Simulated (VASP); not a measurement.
Input of a VASP 6.6.1 run:

INCAR

```
PREC = Accurate
ENCUT = 520
EDIFF = 1E-6
ISMEAR = 0
SIGMA = 0.05
LREAL = False
LASPH = True
NELM = 60
ALGO = Normal
ISIF = 2
LWAVE = False
LCHARG = True
LELF = True
LVHAR = True
NBANDS = 7
```

The input KPOINTS:

```
Automatic mesh
0
Gamma
  6 6 6
```

Contents of POSCAR:

```
Mg
1.0
    3.9650000000      0.0000000000      0.0000000000
    0.0000000000      3.9650000000      0.0000000000
    0.0000000000      0.0000000000      3.9650000000
Mg
1
Direct
    0.0000000000      0.0000000000      0.0000000000
```

Potentials or basis: VASP PAW LDA potentials, release 64 (Mg).

The run is started by

```sh
$ cat potpaw_LDA.64/Mg/POTCAR > POTCAR
$ mpirun -np 1 vasp_std > vasp.out
```

(1) What does it give for the band gap on the k mesh?

(2) Estimate the pressure.

Answers

(1) zero (band 1 reaches 0.63 eV, above the bottom of band 2 at -1.49 eV).

(2) -2.7 GPa.
